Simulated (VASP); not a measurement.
# Ti3CN3 in VASP: relaxation of the atoms with PBE

Aim: the relaxation of the atoms of Ti3CN3 with PBE.

All numbers are computed with VASP 6.6.1; they aren't measurements. Logs are shortened: lines on timing, memory, paths and dates and some standing lists are left out, and cuts for length are marked.

### 1 The cell of the first run

The cell holds a slab with vacuum, 7 atoms: a = 3.003 Å, b = 3.003 Å, c = 21.554 Å, α = 90.00°, β = 90.00°, γ = 120.00°.

### 2 Relaxation of the atoms, PBE

File INCAR:

```
PREC = Accurate ; ENCUT = 520
EDIFF = 1E-6 ; ISMEAR = 0
SIGMA = 0.1 ; LREAL = False
LASPH = True ; NELM = 60
ALGO = Normal ; ISIF = 2
LWAVE = False ; LCHARG = False
LDIPOL = True ; IDIPOL = 3
DIPOL = 0.5 0.5 0.355 ; GGA = PE
IBRION = 2 ; NSW = 36
EDIFFG = -0.025
```

File KPOINTS:

```
Automatic mesh
0
Gamma
  9 9 1
```

File POSCAR:

```
Ti3CN3
1.0
    3.0028555065      0.0000000000      0.0000000000
   -1.5014277533      2.6005491526      0.0000000000
    0.0000000000      0.0000000000     21.5541471875
N Ti C
3 3 1
Selective dynamics
Direct
    0.3333333333      0.6666666667      0.1855791354  F F F
    0.0000000000      0.0000000000      0.2993308526  F F F
    0.6666666667      0.3333333333      0.4147299349  F F F
    0.6666666667      0.3333333333      0.2424549940  F F F
    0.3333333333      0.6666666667      0.3575097833  F F F
    0.0000000000      0.0000000000      0.4664599856  F F F
    0.3333333333      0.6666666667      0.5184221436  F F T
```

Potentials or basis: VASP PAW PBE potentials, release 64 (N, Ti_sv, C).

The run is started by

```
cat potpaw_PBE.64/N/POTCAR potpaw_PBE.64/Ti_sv/POTCAR potpaw_PBE.64/C/POTCAR > POTCAR
mpirun -np 1 vasp_std > vasp.out
```

OUTCAR:

```text
PREC = Accurate
   ENCUT = 520
   EDIFF = 1E-6
   ISMEAR = 0
   LREAL = False
   LASPH = True
   NELM = 60
   ISIF = 2
   GGA = PE
   IBRION = 2
   NSW = 36
   EDIFFG = -0.025

 ion  position               nearest neighbor table
   1  0.333  0.667  0.186-   4 2.12   4 2.12   4 2.12
   2  0.000  0.000  0.299-   4 2.12   4 2.12   4 2.12   5 2.14   5 2.14   5 2.14
   3  0.667  0.333  0.415-   6 2.06   6 2.06   6 2.06   5 2.13   5 2.13   5 2.13
   4  0.667  0.333  0.242-   1 2.12   2 2.12   1 2.12   2 2.12   2 2.12   1 2.12
   5  0.333  0.667  0.358-   3 2.13   3 2.13   3 2.13   2 2.14   2 2.14   2 2.14   6 2.92   6 2.92
                             6 2.92
   6  0.000  0.000  0.466-   3 2.06   3 2.06   3 2.06   7 2.06   7 2.06   7 2.06   5 2.92   5 2.92
                             5 2.92
   7  0.333  0.667  0.518-   6 2.06   6 2.06   6 2.06

  LATTYP: Found a hexagonal cell.
 ALAT       =     3.0028555065
 C/A-ratio  =     7.1778835648

  Lattice vectors:

 A1 = (   3.0028555065,   0.0000000000,   0.0000000000)
 A2 = (  -1.5014277533,   2.6005491526,   0.0000000000)
 A3 = (   0.0000000000,   0.0000000000,  21.5541471875)

Analysis of symmetry for initial positions (statically):
=====================================================================
 Subroutine PRICEL returns:
 Original cell was already a primitive cell.

 Routine SETGRP: Setting up the symmetry group for a
 hexagonal supercell.

 Subroutine GETGRP returns: Found  6 space group operations
 (whereof  6 operations were pure point group operations)
 out of a pool of 24 trial point group operations.

The static configuration has the point symmetry C_3v.

Analysis of symmetry for dynamics (positions and initial velocities):
=====================================================================
 Subroutine PRICEL returns:
 Original cell was already a primitive cell.

 Routine SETGRP: Setting up the symmetry group for a
 hexagonal supercell.

 Subroutine GETGRP returns: Found  6 space group operations
 (whereof  6 operations were pure point group operations)
 out of a pool of 24 trial point group operations.

The dynamic configuration has the point symmetry C_3v.

Analysis of constrained symmetry for selective dynamics:
=====================================================================
 Subroutine PRICEL returns:
 Original cell was already a primitive cell.

 Routine SETGRP: Setting up the symmetry group for a
[... 118 lines left out ...]
   ISMEAR =     0;   SIGMA  =   0.10  broadening in eV -4-tet -1-fermi 0-gaus
   EFERMI_NEDOS =   21; number of points for ismear=-14 and -15
   IALGO  =     38    algorithm
   IMIX   =      4    mixing-type and parameters
     AMIX     =   0.40;   BMIX     =  1.00
     AMIX_MAG =   1.60;   BMIX_MAG =  1.00
  volume/ion in A,a.u.               =      24.05       162.27
  Fermi-wavevector in a.u.,A,eV,Ry     =   1.127593  2.130841 17.299337  1.271465
  Thomas-Fermi vector in A             =   2.264279
   LORBIT       =      0    0 simple, 1 ext, 2 COOP (PROOUT), +10 PAW based schemes
   GGA     = PE    functional components
   LHFCALC =     F    Hartree Fock is set to
   AEXX    =    0.0000 exact exchange contribution
   IVDW    =     0    specifies the selected vdW correction
   LEPSILON=     F    determine dielectric tensor
   LRPA    =     F    only Hartree local field effects (RPA)
 conjugate gradient relaxation of ions
 non-spin polarized calculation
 Gauss-broadening in eV      SIGMA  =   0.10
  energy-cutoff  :      520.00
  volume of cell :      168.32
 maximum number of plane-waves:      4581
 NGX is ok and might be reduce to    24
   NGX = 11   NGY = 11   NGZ = 81

 dipolmoment           0.000000      0.000000      0.027773 electrons x Angstroem

--------------------------------------- Ionic step        1  -------------------------------------------

 number of electron      55.0000013 magnetization

 Free energy of the ion-electron system (eV)
  ---------------------------------------------------
  ext. energy  EPLUGINS =         0.00000000
  ---------------------------------------------------
  free energy    TOTEN  =       -61.08715869 eV

  energy without entropy =      -61.05099652  energy(sigma->0) =      -61.06907761

------------------------ aborting loop because EDIFF is reached ----------------------------------------

  FORCE on cell =-STRESS in cart. coord.  units (eV):
  Direction    XX          YY          ZZ          XY          YZ          ZX
  --------------------------------------------------------------------------------------
  -------------------------------------------------------------------------------------
  Total        1.0833329      1.0833329     -0.9989444     -0.0000000      0.0000000     -0.0000000
  in kB       10.3119823     10.3119823     -9.5087092     -0.0000000      0.0000000     -0.0000000
  external PRESSURE =       3.7050852 kB  Pullay stress =       0.0000000 kB
[... 69 lines left out ...]
--------------------------------------- Ionic step        3  -------------------------------------------

 number of electron      55.0000013 magnetization

 dipolmoment           0.000000      0.000000     -0.059649 electrons x Angstroem

 Free energy of the ion-electron system (eV)
  ---------------------------------------------------
  ext. energy  EPLUGINS =         0.00000000
  ---------------------------------------------------
  free energy    TOTEN  =       -61.08949676 eV

  energy without entropy =      -61.05436590  energy(sigma->0) =      -61.07193133

 E-fermi :  -0.8126     XC(G=0):  -5.7893

 val. band max:       -0.8241837457   @ k =   0.2222   0.2222   0.0000
 cond. band min:      -0.7978418467   @ k =   0.4444   0.0000   0.0000
 fundamental gap:      0.0263418989
 Fermi energy:        -0.8125559326

 k-point     1 :       0.0000    0.0000    0.0000
  band No.  band energies     occupation
      1     -58.4711      2.00000
      2     -57.4347      2.00000
      3     -57.0718      2.00000
      4     -34.8667      2.00000
      5     -34.5204      2.00000
      6     -34.5204      2.00000
[... 421 lines left out ...]
     32       1.9784      0.00000
     33       2.0272      0.00000

------------------------ aborting loop because EDIFF is reached ----------------------------------------

 vacuum level on the upper side and lower side of the slab       (xc-potential included)        -0.776         0.473

  FORCE on cell =-STRESS in cart. coord.  units (eV):
  Direction    XX          YY          ZZ          XY          YZ          ZX
  --------------------------------------------------------------------------------------
  -------------------------------------------------------------------------------------
  Total        0.8073037      0.8073037     -1.3290554     -0.0000000     -0.0000000     -0.0000000
  in kB        7.6845280      7.6845280    -12.6509548     -0.0000000     -0.0000000     -0.0000000
  external PRESSURE =       0.9060337 kB  Pullay stress =       0.0000000 kB
[... 22 lines left out ...]
  FREE ENERGIE OF THE ION-ELECTRON SYSTEM (eV)
  ---------------------------------------------------
  free  energy   TOTEN  =       -61.0894967640 eV

  energy  without entropy=      -61.0543658999  energy(sigma->0) =      -61.07193133

 reached required accuracy - stopping structural energy minimisation

 vacuum level on the upper side and lower side of the slab         5.882         7.109
```

OSZICAR:

```text
N       E                     dE             d eps       ncg     rms          rms(c)
DAV:   1     0.734454117408E+03    0.73445E+03   -0.28941E+04   848   0.170E+03
DAV:   2     0.493626816372E+02   -0.68509E+03   -0.67389E+03   872   0.520E+02
DAV:   3    -0.662509091897E+02   -0.11561E+03   -0.11426E+03  1297   0.188E+02
DAV:   4    -0.775312353262E+02   -0.11280E+02   -0.11247E+02  1272   0.546E+01
[... 47 lines left out ...]
DAV:   7    -0.610894955141E+02    0.74757E-05   -0.17242E-04  1120   0.708E-02    0.119E-02
DAV:   8    -0.610894937234E+02    0.17907E-05   -0.17942E-05   979   0.247E-02    0.515E-03
DAV:   9    -0.610894949574E+02   -0.12340E-05   -0.17189E-06   702   0.829E-03    0.297E-03
DAV:  10    -0.610894959676E+02   -0.10102E-05   -0.42156E-07   495   0.537E-03    0.278E-03
DAV:  11    -0.610894967640E+02   -0.79645E-06   -0.13274E-07   441   0.265E-03
   3 F= -.61089497E+02 E0= -.61071931E+02  d E =-.233807E-02
```

It took 9.4 min on 1 thread of Intel Xeon 8259CL, shared host; peak memory 0.33 GiB.

Results:

| Item | Value |
| --- | --- |
| Free energy | -61.0895 eV |
| Energy gained by relaxing | 0.3 meV/atom |
| Ionic steps | 3 |
| Band gap on the k mesh | zero (an odd number of electrons rules out a gap without spin polarisation) |

The path:
```tsv
step	energy change (eV)	largest force on free atoms (eV/Å)	pressure (GPa)
1	0.0000	0.2246	0.37
2	-0.0018	0.1097	0.24
3	-0.0023	0.0176	0.09
```

Final structure:
```
N Ti C
1.0
     3.00286    0.00000    0.00000
    -1.50143    2.60055    0.00000
     0.00000    0.00000   21.55415
N Ti C
3 3 1
Direct
  0.33333 0.66667 0.18558
  0.00000 0.00000 0.29933
  0.66667 0.33333 0.41473
  0.66667 0.33333 0.24246
  0.33333 0.66667 0.35751
  0.00000 0.00000 0.46646
  0.33333 0.66667 0.51949
```

The gap in the log of VASP goes by the Fermi energy; the results here count the filled bands.